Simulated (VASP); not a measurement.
# Ni (Pm-3m) in VASP: notebook

The runs below take Ni through single point, with RPBE.

Everything below comes from runs of VASP 6.6.1. Logs are shortened: lines on timing, memory, paths and dates and some standing lists are left out, and cuts for length are marked.

## 1. The cell of the first run

The structure is cubic, space group Pm-3m (No. 221). Conventional cell: a = 2.410 Å, b = 2.410 Å, c = 2.410 Å, α = 90.00°, β = 90.00°, γ = 90.00°. Ni (site symmetry m-3m) has 6 Ni at 2.41 Å within 3.2 Å.

This isn't the form of Ni at room conditions, which is fcc.

## 2. Single point, RPBE, collinear spin, ferromagnetic start (14.00 Å³/atom)

Input file INCAR:

```
PREC     = Accurate       # precision mode
ENCUT    = 520            # plane-wave cutoff, eV
EDIFF    = 1E-6           # SCF threshold, eV
ISMEAR   = -1             # smearing method
SIGMA    = 0.05           # smearing width, eV
LREAL    = False          # projectors in reciprocal space
LASPH    = True           # aspherical terms in the spheres
NELM     = 150            # most SCF steps
ALGO     = Normal         # electronic algorithm
ISIF     = 2              # what is computed and relaxed
LWAVE    = False          # write WAVECAR
LCHARG   = True           # write CHGCAR
ISPIN    = 2              # spin polarisation
MAGMOM   = -0.65 -0.65    # initial moments
LORBIT   = 11             # projections on sites
LMAXMIX  = 4              # l up to which the mixer works
GGA      = RP             # functional
LELF     = True           # ELF
LVHAR    = True         
NBANDS   = 21             # bands
```

Input file KPOINTS:

```
regular mesh
0
Gamma
  13 13 13
```

Input file POSCAR:

```
Ni
1.0
    0.0000000000      2.4103180762      2.4103180762
    2.4103180762      0.0000000000      2.4103180762
    2.4103180762      2.4103180762      0.0000000000
Ni
2
Direct
    0.0000000000      0.0000000000      0.0000000000
    0.5000000000      0.5000000000      0.5000000000
```

Potentials or basis: VASP PAW PBE potentials, release 64 (Ni).

Started as:

```sh
cat potpaw_PBE.64/Ni/POTCAR > POTCAR
mpirun -np 1 vasp_std > vasp.out
```

OUTCAR:

```text
PREC = Accurate
   ENCUT = 520
   EDIFF = 1E-6
   ISMEAR = -1
   LREAL = False
   LASPH = True
   NELM = 150
   ISIF = 2
   ISPIN = 2
   LORBIT = 11
   GGA = RP

 ion  position               nearest neighbor table
   1  0.000  0.000  0.000-   2 2.41   2 2.41   2 2.41   2 2.41   2 2.41   2 2.41
   2  0.500  0.500  0.500-   1 2.41   1 2.41   1 2.41   1 2.41   1 2.41   1 2.41

  LATTYP: Found a face centered cubic cell.
 ALAT       =     4.8206361524

  Lattice vectors:

 A1 = (   0.0000000000,   2.4103180762,   2.4103180762)
 A2 = (   2.4103180762,   0.0000000000,   2.4103180762)
 A3 = (   2.4103180762,   2.4103180762,   0.0000000000)

Analysis of symmetry for initial positions (statically):
=====================================================================
 Subroutine PRICEL returns following result:

  LATTYP: Found a simple cubic cell.
 ALAT       =     2.4103180762

  Lattice vectors:

 A1 = (  -2.4103180762,   0.0000000000,   0.0000000000)
 A2 = (   0.0000000000,   0.0000000000,   2.4103180762)
 A3 = (   0.0000000000,   2.4103180762,   0.0000000000)

   2 primitive cells build up your supercell.

 Routine SETGRP: Setting up the symmetry group for a
 face centered cubic supercell.

 Subroutine GETGRP returns: Found 48 space group operations
 (whereof 48 operations were pure point group operations)
 out of a pool of 48 trial point group operations.

The static configuration has the point symmetry O_h .

Analysis of symmetry for dynamics (positions and initial velocities):
=====================================================================
 Subroutine PRICEL returns following result:

  LATTYP: Found a simple cubic cell.
 ALAT       =     2.4103180762

  Lattice vectors:

 A1 = (  -2.4103180762,   0.0000000000,   0.0000000000)
 A2 = (   0.0000000000,   0.0000000000,   2.4103180762)
 A3 = (   0.0000000000,   2.4103180762,   0.0000000000)

   2 primitive cells build up your supercell.

 Routine SETGRP: Setting up the symmetry group for a
 face centered cubic supercell.

 Subroutine GETGRP returns: Found 48 space group operations
 (whereof 48 operations were pure point group operations)
 out of a pool of 48 trial point group operations.

The dynamic configuration has the point symmetry O_h .

Analysis of structural, dynamic, and magnetic symmetry:
=====================================================================
 Subroutine PRICEL returns following result:

  LATTYP: Found a simple cubic cell.
 ALAT       =     2.4103180762

  Lattice vectors:

 A1 = (  -2.4103180762,   0.0000000000,   0.0000000000)
 A2 = (   0.0000000000,   0.0000000000,   2.4103180762)
 A3 = (   0.0000000000,   2.4103180762,   0.0000000000)

   2 primitive cells build up your supercell.

 Routine SETGRP: Setting up the symmetry group for a
 face centered cubic supercell.

 Subroutine GETGRP returns: Found 48 space group operations
 (whereof 48 operations were pure point group operations)
 out of a pool of 48 trial point group operations.

The overall configuration has the point symmetry O_h .

 Subroutine INISYM returns: Found 48 space group operations
 (whereof 48 operations are pure point group operations),
 and found     2 'primitive' translations

----------------------------------------------------------------------------------------

                                     Primitive cell

  volume of cell :      14.0031

  direct lattice vectors                    reciprocal lattice vectors
    -2.410318076  0.000000000  0.000000000    -0.414883002  0.000000000  0.000000000
     0.000000000  0.000000000  2.410318076     0.000000000  0.000000000  0.414883002
     0.000000000  2.410318076  0.000000000     0.000000000  0.414883002  0.000000000

  length of vectors
     2.410318076  2.410318076  2.410318076     0.414883002  0.414883002  0.414883002

  position of ions in fractional coordinates (direct lattice)
     0.000000000  0.000000000  0.000000000

  ion indices of the primitive-cell ions
   primitive index   ion index
                 1           1

----------------------------------------------------------------------------------------

 KPOINTS: regular mesh

Automatic generation of k-mesh.
 Grid dimensions read from file:
 generate k-points for:   13   13   13

 Generating k-lattice:

  Cartesian coordinates                     Fractional coordinates (reciprocal lattice)
    -0.015957039  0.015957039  0.015957039     0.076923077  0.000000000  0.000000000
     0.015957039 -0.015957039  0.015957039     0.000000000  0.076923077  0.000000000
     0.015957039  0.015957039 -0.015957039     0.000000000  0.000000000  0.076923077

  Length of vectors
     0.027638402  0.027638402  0.027638402

  Shift w.r.t. Gamma in fractional coordinates (k-lattice)
     0.000000000  0.000000000  0.000000000

 Subroutine IBZKPT returns following result:
 ===========================================

 Found     84 irreducible k-points:

 Following reciprocal coordinates:
            Coordinates               Weight
  0.000000  0.000000  0.000000      1.000000
  0.076923  0.000000  0.000000      8.000000
  0.153846  0.000000  0.000000      8.000000
  0.230769  0.000000  0.000000      8.000000
  0.307692  0.000000  0.000000      8.000000
  0.384615  0.000000  0.000000      8.000000
[... 16 lines left out ...]
  0.384615  0.153846  0.000000     24.000000
  0.461538  0.153846  0.000000     24.000000
 [... further k-points ...]
   k-points           NKPTS =     84   k-points in BZ     NKDIM =     84   number of bands    NBANDS=     21
   number of dos      NEDOS =    301   number of ions     NIONS =      2
   total plane-waves  NPLWV =  21952
   dimension x,y,z NGX =    28 NGY =   28 NGZ =   28
   dimension x,y,z NGXF=    56 NGYF=   56 NGZF=   56
   ions per type =               2
   NGX,Y,Z   is equivalent  to a cutoff of  13.66, 13.66, 13.66 a.u.
   NGXF,Y,Z  is equivalent  to a cutoff of  27.31, 27.31, 27.31 a.u.
 SYSTEM =  unknown system
   PREC   = accura    normal or accurate (medium, high low for compatibility)
   ISTART =      0    job   : 0-new  1-cont  2-samecut
   ICHARG =      2    charge: 1-file 2-atom 10-const
   ISPIN  =      2    spin polarized calculation?
   LNONCOLLINEAR =      F non collinear calculations
   LSORBIT =      F    spin-orbit coupling
   LASPH  =      T    aspherical Exc in radial PAW
   ENCUT  =  520.0 eV  38.22 Ry    6.18 a.u.   6.34  6.34  6.34*2*pi/ulx,y,z
   NELM   =    150;   NELMIN=  2; NELMDL= -5     # of ELM steps
   EDIFF  = 0.1E-05   stopping-criterion for ELM
   LREAL  =      F    real-space projection
[... 7 lines left out ...]
   TEBEG  =    0.0;   TEEND  =   0.0 temperature during run
   PSTRESS=    0.0 pullay stress
   NELECT =      20.0000    total number of electrons
   NUPDOWN=      -1.0000    fix difference up-down
   EMIN   =  10.00;   EMAX   =-10.00  energy-range for DOS
   EFERMI =   0.00;   METHOD = LEGACY
   ISMEAR =    -1;   SIGMA  =   0.05  broadening in eV -4-tet -1-fermi 0-gaus
   EFERMI_NEDOS =   21; number of points for ismear=-14 and -15
   IALGO  =     38    algorithm
   IMIX   =      4    mixing-type and parameters
     AMIX     =   0.40;   BMIX     =  1.00
     AMIX_MAG =   1.60;   BMIX_MAG =  1.00
  volume/ion in A,a.u.               =      14.00        94.50
  Fermi-wavevector in a.u.,A,eV,Ry     =   1.463301  2.765239 29.133491  2.141251
  Thomas-Fermi vector in A             =   2.579412
   LORBIT       =     11    0 simple, 1 ext, 2 COOP (PROOUT), +10 PAW based schemes
   GGA     = RP    functional components
   LHFCALC =     F    Hartree Fock is set to
   AEXX    =    0.0000 exact exchange contribution
   IVDW    =     0    specifies the selected vdW correction
   LEPSILON=     F    determine dielectric tensor
   LRPA    =     F    only Hartree local field effects (RPA)
 spin polarized calculation
  energy-cutoff  :      520.00
  volume of cell :       28.01
 maximum number of plane-waves:       769
 NGX is ok and might be reduce to    28
   NGX = 13   NGY = 13   NGZ = 13

 number of electron      19.9999983 magnetization      -1.4867633

 Free energy of the ion-electron system (eV)
  ---------------------------------------------------
  ext. energy  EPLUGINS =         0.00000000
  ---------------------------------------------------
  free energy    TOTEN  =        -8.53697612 eV

  energy without entropy =       -8.49802551  energy(sigma->0) =       -8.51750082

 E-fermi :   6.4262     XC(G=0): -11.6127

 val. band max:        6.4256239629   @ k =  -0.3846   0.3846   0.0000
 cond. band min:       6.4324163738   @ k =   0.1538   0.0769   0.0000
 fundamental gap:      0.0067924109
 Fermi energy:         6.4261633873

 spin component 1

 k-point     1 :       0.0000    0.0000    0.0000
  band No.  band energies     occupation
      1      -0.9496      1.00000
      2       3.7862      1.00000
      3       3.7862      1.00000
      4       4.1075      1.00000
      5       4.1075      1.00000
      6       4.1075      1.00000
[... 13 lines left out ...]
     20      24.6540      0.00000
     21      24.6540      0.00000

 k-point     2 :       0.0769    0.0000    0.0000
  band No.  band energies     occupation
      1      -0.8278      1.00000
      2       3.8193      1.00000
      3       3.8193      1.00000
      4       4.0984      1.00000
      5       4.1509      1.00000
      6       4.1509      1.00000
[... 13 lines left out ...]
     20      23.9781      0.00000
     21      24.3046      0.00000
[... 487 lines left out ...]
      5       4.9158      1.00000
      6       5.1103      1.00000
[... 13 lines left out ...]
     20      29.2777      0.00000
     21      31.0081      0.00000

 k-point    24 :       0.4615    0.1538    0.0000
  band No.  band energies     occupation
      1       2.4518      1.00000
      2       3.7070      1.00000
      3       4.4940      1.00000
      4       4.8304      1.00000
      5       4.8480      1.00000
      6       5.3587      1.00000
[... 13 lines left out ...]
     20      31.0978      0.00000
     21      31.3469      0.00000

 [... further k-points ...]

 spin component 2

 k-point     1 :       0.0000    0.0000    0.0000
  band No.  band energies     occupation
      1      -0.9458      1.00000
      2       3.1165      1.00000
      3       3.1165      1.00000
      4       3.4302      1.00000
      5       3.4302      1.00000
      6       3.4302      1.00000
[... 13 lines left out ...]
     20      24.5924      0.00000
     21      24.5924      0.00000

 k-point     2 :       0.0769    0.0000    0.0000
  band No.  band energies     occupation
      1      -0.8241      1.00000
      2       3.1491      1.00000
      3       3.1491      1.00000
      4       3.4265      1.00000
      5       3.4708      1.00000
      6       3.4708      1.00000
[... 13 lines left out ...]
     20      23.9015      0.00000
     21      24.2462      0.00000
[... 487 lines left out ...]
      5       4.2171      1.00000
      6       4.3751      1.00000
[... 13 lines left out ...]
     20      29.2221      0.00000
     21      30.9589      0.00000

 k-point    24 :       0.4615    0.1538    0.0000
  band No.  band energies     occupation
      1       2.3479      1.00000
      2       3.2116      1.00000
      3       3.7959      1.00000
      4       4.1776      1.00000
      5       4.1790      1.00000
      6       4.6157      1.00000
[... 13 lines left out ...]
     20      31.0530      0.00000
     21      31.3102      0.00000

 [... further k-points ...]

------------------------ aborting loop because EDIFF is reached ----------------------------------------

  FORCE on cell =-STRESS in cart. coord.  units (eV):
  Direction    XX          YY          ZZ          XY          YZ          ZX
  --------------------------------------------------------------------------------------
  -------------------------------------------------------------------------------------
  Total       -1.1486907     -1.1486907     -1.1486907      0.0000000     -0.0000000      0.0000000
  in kB      -65.7144129    -65.7144129    -65.7144129      0.0000000     -0.0000000      0.0000000
  external PRESSURE =     -65.7144129 kB  Pullay stress =       0.0000000 kB

 VOLUME and BASIS-vectors are now :
 -----------------------------------------------------------------------------
  energy-cutoff  :      520.00
  volume of cell :       28.01
      direct lattice vectors                 reciprocal lattice vectors
     0.000000000  2.410318076  2.410318076    -0.207441501  0.207441501  0.207441501
     2.410318076  0.000000000  2.410318076     0.207441501 -0.207441501  0.207441501
     2.410318076  2.410318076  0.000000000     0.207441501  0.207441501 -0.207441501

 POSITION                                       TOTAL-FORCE (eV/Angst)
 -----------------------------------------------------------------------------------
      0.00000      0.00000      0.00000         0.000000      0.000000     -0.000000
      2.41032      2.41032      2.41032        -0.000000     -0.000000      0.000000
 -----------------------------------------------------------------------------------
    total drift:                                0.000000      0.000000      0.000000

  FREE ENERGIE OF THE ION-ELECTRON SYSTEM (eV)
  ---------------------------------------------------
  free  energy   TOTEN  =        -8.5369761236 eV

  energy  without entropy=       -8.4980255135  energy(sigma->0) =       -8.51750082

 total charge

# of ion       s       p       d       tot
------------------------------------------
    1        0.470   0.322   8.308   9.100
    2        0.470   0.322   8.308   9.100
--------------------------------------------------
tot          0.941   0.644  16.616  18.200

 magnetization (x)

# of ion       s       p       d       tot
------------------------------------------
    1        0.002   0.005  -0.763  -0.757
    2        0.002   0.005  -0.763  -0.757
--------------------------------------------------
tot          0.004   0.010  -1.527  -1.513
```

It took 82 s on 1 thread of Intel Xeon 6975P-C (Granite Rapids), shared host; peak memory 0.21 GiB.

What came out:

| Property | Result |
| --- | --- |
| Free energy | -8.5370 eV |
| Pressure | -6.6 GPa |
| Net moment | -1.49 μB per cell |
| Site moments | Ni -0.76 μB |
| Valence electrons inside the program's atomic spheres | Ni 9.10 |

Caveat: the cell stands under tension; the PAW data sets were made with another functional, which shifts forces and pressure a little.

## 3. Single point, RPBE, collinear spin, ferromagnetic start (14.52 Å³/atom)

This run uses another cell than the first one, of 14.52 Å³/atom.

Input file INCAR:

```
SYSTEM = Ni
  ALGO = Normal
  EDIFF = 1E-6
  ENCUT = 520
  GGA = RP
  ISIF = 2
  ISMEAR = -1
  ISPIN = 2
  LASPH = .True.
  LCHARG = .False.
  LMAXMIX = 4
  LORBIT = 11
  LREAL = .False.
  LWAVE = .False.
  MAGMOM = -0.65 -0.65
  NBANDS = 21
  NELM = 150
  PREC = Accurate
  SIGMA = 0.05
```

Input file KPOINTS:

```
k-points
0
Gamma
  13 13 13
  0 0 0
```

Input file POSCAR:

```
Ni
1.0
    0.0000000000      2.4397150963      2.4397150963
    2.4397150963      0.0000000000      2.4397150963
    2.4397150963      2.4397150963      0.0000000000
Ni
2
Direct
    0.0000000000      0.0000000000      0.0000000000
    0.5000000000      0.5000000000      0.5000000000
```

Potentials or basis: VASP PAW PBE potentials, release 64 (Ni).

Started as:

```sh
cat potpaw_PBE.64/Ni/POTCAR > POTCAR
mpirun -np 1 vasp_std > vasp.out
```

Run time: 82 s. Hardware: 1 thread of Intel Xeon 6975P-C (Granite Rapids), shared host; peak memory 0.21 GiB.

Results (log left out):

```
Free energy                                           : -8.4849 eV
Pressure                                              : -9.4 GPa
Net moment                                            : -1.59 μB per cell
Site moments                                          : Ni -0.81 μB
Valence electrons inside the program's atomic spheres : Ni 9.06
```

Levels at points of the mesh, in eV from the Fermi level:
Spin up:
```csv
k point,band 5,band 6,band 7,band 8,band 9,band 10,band 11,band 12,band 13,band 14
"(0.00, 0.00, 0.00)",-2.19,-2.19,0.28,0.28,0.28,0.91,0.91,10.61,10.61,10.61
```
Spin down:
```
           k point  band 7  band 8  band 9  band 10  band 11  band 12  band 13  band 14  band 15  band 16
(0.00, 0.00, 0.00)   -0.64   -0.64   -0.64    -0.01    -0.01    10.52    10.52    10.52    13.31    15.58
```

Caveat: the cell stands under tension; the PAW data sets were made with another functional, which shifts forces and pressure a little.
